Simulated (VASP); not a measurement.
# CdS (P6_3mc) in VASP: further runs

CdS is run at these levels: PBE, r2SCAN; tasks: electric field gradients.

Program: VASP 6.6.1. These are calculated values, not measurements. Logs are shortened: lines on timing, memory, paths and dates and some standing lists are left out, and cuts for length are marked.

### 1 The cell of the first run

It takes space group P6_3mc (No. 186, hexagonal). Conventional cell: a = 4.169 Å, b = 4.169 Å, c = 6.780 Å, α = 90.00°, β = 90.00°, γ = 120.00°. Cd (site symmetry 3m) has 4 S at 2.55 Å within 3.4 Å. S (site symmetry 3m) has 4 Cd at 2.55 Å within 3.4 Å.

### 2 Electric field gradients, PBE

File INCAR:

```
SYSTEM = CdS
PREC = Accurate
ENCUT = 520
EDIFF = 1E-8
ISMEAR = -1
SIGMA = 0.01
LREAL = .FALSE.
LASPH = .TRUE.
NELM = 80
ALGO = Normal
ISIF = 2
LWAVE = .FALSE.
LCHARG = .FALSE.
GGA = PE
LEFG = .TRUE.
NBANDS = 26
```

File KPOINTS:

```
Automatic mesh
0
G
  9 9 5
  0 0 0
```

File POSCAR:

```
CdS
1.0
    4.1688380995      0.0000000000      0.0000000000
   -2.0844190498      3.6103196984      0.0000000000
    0.0000000000      0.0000000000      6.7796174100
Cd S
2 2
Direct
    0.6666666667      0.3333333333      0.5002243700
    0.3333333333      0.6666666667      0.0002243700
    0.6666666667      0.3333333333      0.8767756300
    0.3333333333      0.6666666667      0.3767756300
```

Potentials or basis: VASP PAW PBE potentials, release 64 (Cd, S).

Run with:

```
> cat potpaw_PBE.64/Cd/POTCAR potpaw_PBE.64/S/POTCAR > POTCAR
> mpirun -np 1 vasp_std > vasp.out
```

OUTCAR:

```text
SYSTEM = CdS
   PREC = Accurate
   ENCUT = 520
   EDIFF = 1E-8
   ISMEAR = -1
   LREAL = .FALSE.
   LASPH = .TRUE.
   NELM = 80
   ISIF = 2
   GGA = PE

 ion  position               nearest neighbor table
   1  0.667  0.333  0.500-   4 2.55   4 2.55   4 2.55   3 2.55
   2  0.333  0.667  0.000-   3 2.55   3 2.55   3 2.55   4 2.55
   3  0.667  0.333  0.877-   2 2.55   2 2.55   2 2.55   1 2.55
   4  0.333  0.667  0.377-   1 2.55   1 2.55   1 2.55   2 2.55

  LATTYP: Found a hexagonal cell.
 ALAT       =     4.1688380995
 C/A-ratio  =     1.6262606626

  Lattice vectors:

 A1 = (   4.1688380995,   0.0000000000,   0.0000000000)
 A2 = (  -2.0844190498,   3.6103196984,   0.0000000000)
 A3 = (   0.0000000000,   0.0000000000,   6.7796174100)

Analysis of symmetry for initial positions (statically):
=====================================================================
 Subroutine PRICEL returns:
 Original cell was already a primitive cell.

 Routine SETGRP: Setting up the symmetry group for a
 hexagonal supercell.

 Subroutine GETGRP returns: Found 12 space group operations
 (whereof  6 operations were pure point group operations)
 out of a pool of 24 trial point group operations.

The static configuration has the point symmetry C_3v.
 The point group associated with its full space group is C_6v.

Analysis of symmetry for dynamics (positions and initial velocities):
=====================================================================
 Subroutine PRICEL returns:
 Original cell was already a primitive cell.

 Routine SETGRP: Setting up the symmetry group for a
 hexagonal supercell.

 Subroutine GETGRP returns: Found 12 space group operations
 (whereof  6 operations were pure point group operations)
 out of a pool of 24 trial point group operations.

The dynamic configuration has the point symmetry C_3v.
 The point group associated with its full space group is C_6v.

 Subroutine INISYM returns: Found 12 space group operations
 (whereof  6 operations are pure point group operations),
 and found     1 'primitive' translations

----------------------------------------------------------------------------------------

                                     Primitive cell

  volume of cell :     102.0389

[... 138 lines left out ...]
  energy without entropy =      -12.28794089  energy(sigma->0) =      -12.28794089

 E-fermi :   1.2947     XC(G=0):  -9.0137

 val. band max:        1.0768764797   @ k =   0.0000   0.0000   0.0000
 cond. band min:       2.2401358419   @ k =   0.0000   0.0000   0.0000
 fundamental gap:      1.1632593622
 Fermi energy:         1.2946620812

 k-point     1 :       0.0000    0.0000    0.0000
  band No.  band energies     occupation
      1     -11.1284      2.00000
      2     -10.7218      2.00000
      3      -6.5344      2.00000
      4      -6.5277      2.00000
      5      -6.5277      2.00000
      6      -6.4488      2.00000
[... 685 lines left out ...]
     25      10.2865      0.00000
     26      10.3285      0.00000

 [... further k-points ...]

------------------------ aborting loop because EDIFF is reached ----------------------------------------

  FORCE on cell =-STRESS in cart. coord.  units (eV):
  Direction    XX          YY          ZZ          XY          YZ          ZX
  --------------------------------------------------------------------------------------
  -------------------------------------------------------------------------------------
  Total        0.9169303      0.9169303      0.9606565     -0.0000000      0.0000000      0.0000000
  in kB       14.3972989     14.3972989     15.0838719     -0.0000000      0.0000000      0.0000000
  external PRESSURE =      14.6261566 kB  Pullay stress =       0.0000000 kB

 VOLUME and BASIS-vectors are now :
 -----------------------------------------------------------------------------
  energy-cutoff  :      520.00
  volume of cell :      102.04
      direct lattice vectors                 reciprocal lattice vectors
     4.168838100  0.000000000  0.000000000     0.239874991  0.138491890  0.000000000
    -2.084419050  3.610319698  0.000000000     0.000000000  0.276983781  0.000000000
     0.000000000  0.000000000  6.779617410     0.000000000  0.000000000  0.147500949

 POSITION                                       TOTAL-FORCE (eV/Angst)
 -----------------------------------------------------------------------------------
      2.08442      1.20344      3.39133        -0.000000      0.000000     -0.003455
     -0.00000      2.40688      0.00152         0.000000     -0.000000     -0.003455
      2.08442      1.20344      5.94420         0.000000     -0.000000      0.003455
     -0.00000      2.40688      2.55439        -0.000000      0.000000      0.003455
 -----------------------------------------------------------------------------------
    total drift:                               -0.000000      0.000000     -0.000487

  FREE ENERGIE OF THE ION-ELECTRON SYSTEM (eV)
  ---------------------------------------------------
  free  energy   TOTEN  =       -12.2879408893 eV

  energy  without entropy=      -12.2879408893  energy(sigma->0) =      -12.28794089

 Electric field gradients (V/A^2)
---------------------------------------------------------------------
 ion       V_xx      V_yy      V_zz      V_xy      V_xz      V_yz
---------------------------------------------------------------------
   1      -1.404    -1.403     2.807     0.001     0.000    -0.000
   2      -1.404    -1.403     2.807     0.001    -0.000     0.000
   3       0.030     0.030    -0.060     0.000    -0.000     0.000
   4       0.030     0.030    -0.060     0.000     0.000    -0.000
---------------------------------------------------------------------

 Electric field gradients after diagonalization (V/A^2)
 (convention: |V_zz| > |V_xx| > |V_yy|)
----------------------------------------------------------------------
 ion       V_xx      V_yy      V_zz     asymmetry (V_yy - V_xx)/ V_zz
----------------------------------------------------------------------
   1      -1.404    -1.403     2.807       0.001
   2      -1.404    -1.403     2.807       0.001
   3       0.031     0.030    -0.060       0.013
   4       0.031     0.030    -0.060       0.013
----------------------------------------------------------------------

           NMR quadrupolar parameters

 Cq : quadrupolar parameter    Cq=e*Q*V_zz/h
 eta: asymmetry parameters     (V_yy - V_xx)/ V_zz
 Q  : nuclear electric quadrupole moment in mb (millibarn)
----------------------------------------------------------------------
 ion       Cq(MHz)       eta       Q (mb)
----------------------------------------------------------------------
   1       0.007       0.001       1.000
   2       0.007       0.001       1.000
   3      -0.000       0.013       1.000
   4      -0.000       0.013       1.000
----------------------------------------------------------------------
```

OSZICAR:

```text
N       E                     dE             d eps       ncg     rms          rms(c)
DAV:   1     0.242650341957E+03    0.24265E+03   -0.17376E+04  1872   0.126E+03
DAV:   2     0.266660308852E+00   -0.24238E+03   -0.23456E+03  2036   0.315E+02
DAV:   3    -0.132409958608E+02   -0.13508E+02   -0.13418E+02  2272   0.743E+01
DAV:   4    -0.133788658803E+02   -0.13787E+00   -0.13775E+00  2158   0.729E+00
DAV:   5    -0.133810263033E+02   -0.21604E-02   -0.21603E-02  2286   0.903E-01    0.108E+01
DAV:   6    -0.123100221927E+02    0.10710E+01   -0.19303E+00  2468   0.140E+01    0.862E+00
DAV:   7    -0.122910922232E+02    0.18930E-01   -0.69977E-01  1956   0.445E+00    0.397E+00
DAV:   8    -0.122888696798E+02    0.22225E-02   -0.81289E-02  2032   0.280E+00    0.512E-01
DAV:   9    -0.122875457941E+02    0.13239E-02   -0.13986E-02  2094   0.144E+00    0.147E-01
DAV:  10    -0.122877840977E+02   -0.23830E-03   -0.12110E-03  2014   0.339E-01    0.118E-01
DAV:  11    -0.122879448967E+02   -0.16080E-03   -0.28463E-04  2084   0.116E-01    0.823E-02
DAV:  12    -0.122879385126E+02    0.63841E-05   -0.14417E-04  1970   0.894E-02    0.153E-02
DAV:  13    -0.122879402909E+02   -0.17783E-05   -0.17946E-05  2258   0.271E-02    0.775E-03
DAV:  14    -0.122879410978E+02   -0.80690E-06   -0.23329E-06  1954   0.131E-02    0.678E-03
DAV:  15    -0.122879408878E+02    0.21004E-06   -0.34986E-07  2248   0.361E-03    0.276E-03
DAV:  16    -0.122879408893E+02   -0.15239E-08   -0.33603E-08  1642   0.107E-03
   1 F= -.12287941E+02 E0= -.12287941E+02  d E =-.793885E-12
```

It took 72 s on 1 thread of Intel Xeon 6975P-C, shared host; peak memory 0.26 GiB.

What came out:

- Free energy: -12.2879 eV
- Pressure: 1.5 GPa
- Largest force: 0.003 eV/Å
- Band gap on the k mesh: 1.16 eV, direct

Forces in eV/Å, atoms in the order of the input:
```
Cd   0.000  0.000 -0.003
Cd   0.000  0.000 -0.003
S    0.000  0.000  0.003
S    0.000  0.000  0.003
```

Electric field gradients, principal values (V/Å²):
| atom | least | middle | greatest (by size) |
| --- | --- | --- | --- |
| 1 Cd | -1.403 | -1.404 | 2.807 |
| 2 Cd | -1.403 | -1.404 | 2.807 |
| 3 S | 0.030 | 0.031 | -0.060 |
| 4 S | 0.030 | 0.031 | -0.060 |

Caveat: without QUAD_EFG the Cq values of the log hold for a quadrupole moment of 1 mb, not for the nuclei. A hybrid or GW would open this gap; PBE tends to underestimate it.

### 3 Electric field gradients, r2SCAN

POSCAR is that of step 2.

File INCAR.step1:

```
PREC = Accurate
ENCUT = 520
ISMEAR = -1
SIGMA = 0.01
LREAL = False
LASPH = True
NELM = 100
NBANDS = 26
GGA = PE
ALGO = Normal
EDIFF = 1E-4
LWAVE = True
LCHARG = False
```

File INCAR.step2:

```
PREC = Accurate
ENCUT = 520
EDIFF = 1E-8
ISMEAR = -1
SIGMA = 0.01
LREAL = False
LASPH = True
NELM = 100
ALGO = Normal
ISIF = 2
LWAVE = False
LCHARG = False
METAGGA = R2SCAN
LMIXTAU = True
LEFG = True
NBANDS = 26
ISTART = 1
```

File KPOINTS:

```
Automatic mesh
0
Gamma
  9 9 5
```

Potentials or basis: VASP PAW PBE potentials, release 64 (Cd, S).

Run with:

```
> cat potpaw_PBE.64/Cd/POTCAR potpaw_PBE.64/S/POTCAR > POTCAR
> cp INCAR.step1 INCAR
> mpirun -np 1 vasp_std > vasp.out
> cp INCAR.step2 INCAR
> mpirun -np 1 vasp_std > vasp.out
```

OUTCAR:

```text
PREC = Accurate
   ENCUT = 520
   EDIFF = 1E-8
   ISMEAR = -1
   LREAL = False
   LASPH = True
   NELM = 100
   ISIF = 2
   METAGGA = R2SCAN
   ISTART = 1

 ion  position               nearest neighbor table
   1  0.667  0.333  0.500-   4 2.55   4 2.55   4 2.55   3 2.55
   2  0.333  0.667  0.000-   3 2.55   3 2.55   3 2.55   4 2.55
   3  0.667  0.333  0.877-   2 2.55   2 2.55   2 2.55   1 2.55
   4  0.333  0.667  0.377-   1 2.55   1 2.55   1 2.55   2 2.55

  LATTYP: Found a hexagonal cell.
 ALAT       =     4.1688380995
 C/A-ratio  =     1.6262606626

  Lattice vectors:

 A1 = (   4.1688380995,   0.0000000000,   0.0000000000)
 A2 = (  -2.0844190498,   3.6103196984,   0.0000000000)
 A3 = (   0.0000000000,   0.0000000000,   6.7796174100)

Analysis of symmetry for initial positions (statically):
[... 6 lines left out ...]

 Subroutine GETGRP returns: Found 12 space group operations
 (whereof  6 operations were pure point group operations)
[... 895 lines left out ...]
 -----------------------------------------------------------------------------------
      2.08442      1.20344      3.39133        -0.000000      0.000000     -0.005930
     -0.00000      2.40688      0.00152         0.000000     -0.000000     -0.005930
      2.08442      1.20344      5.94420        -0.000000     -0.000000      0.005930
     -0.00000      2.40688      2.55439         0.000000     -0.000000      0.005930
 -----------------------------------------------------------------------------------
    total drift:                               -0.000000      0.000000     -0.004903

  FREE ENERGIE OF THE ION-ELECTRON SYSTEM (eV)
  ---------------------------------------------------
  free  energy   TOTEN  =       -59.3830178818 eV

  energy  without entropy=      -59.3830178818  energy(sigma->0) =      -59.38301788

 Electric field gradients (V/A^2)
---------------------------------------------------------------------
 ion       V_xx      V_yy      V_zz      V_xy      V_xz      V_yz
---------------------------------------------------------------------
   1      -1.491    -1.490     2.982     0.001     0.000    -0.000
   2      -1.491    -1.490     2.982     0.001    -0.000     0.000
   3      -0.036    -0.035     0.071     0.000    -0.000     0.000
   4      -0.036    -0.035     0.071     0.000     0.000    -0.000
---------------------------------------------------------------------

 Electric field gradients after diagonalization (V/A^2)
 (convention: |V_zz| > |V_xx| > |V_yy|)
----------------------------------------------------------------------
 ion       V_xx      V_yy      V_zz     asymmetry (V_yy - V_xx)/ V_zz
----------------------------------------------------------------------
   1      -1.492    -1.490     2.982       0.001
   2      -1.492    -1.490     2.982       0.001
   3      -0.036    -0.035     0.071       0.011
   4      -0.036    -0.035     0.071       0.011
----------------------------------------------------------------------

           NMR quadrupolar parameters

 Cq : quadrupolar parameter    Cq=e*Q*V_zz/h
 eta: asymmetry parameters     (V_yy - V_xx)/ V_zz
 Q  : nuclear electric quadrupole moment in mb (millibarn)
----------------------------------------------------------------------
 ion       Cq(MHz)       eta       Q (mb)
----------------------------------------------------------------------
   1       0.007       0.001       1.000
   2       0.007       0.001       1.000
   3       0.000       0.011       1.000
   4       0.000       0.011       1.000
----------------------------------------------------------------------
```

Wall time 3.6 min (1 thread of Intel Xeon 6975P-C, shared host); peak memory 0.28 GiB.

Results:

```
Free energy            : -59.3830 eV
Pressure               : 0.0 GPa
Largest force          : 0.006 eV/Å
Band gap on the k mesh : 1.61 eV, direct
```

Forces in eV/Å, atoms in the order of the input:
```
Cd   0.000  0.000 -0.006
Cd   0.000  0.000 -0.006
S    0.000  0.000  0.006
S    0.000  0.000  0.006
```

Electric field gradients, principal values (V/Å²):
```
atom   least  middle  greatest (by size)
1 Cd  -1.490  -1.492               2.982
2 Cd  -1.490  -1.492               2.982
 3 S  -0.035  -0.036               0.071
 4 S  -0.035  -0.036               0.071
```

Caveat: without QUAD_EFG the Cq values of the log hold for a quadrupole moment of 1 mb, not for the nuclei; the PAW data sets were made with another functional, which shifts forces and pressure a little.

(Continued in part 2 of 2.)
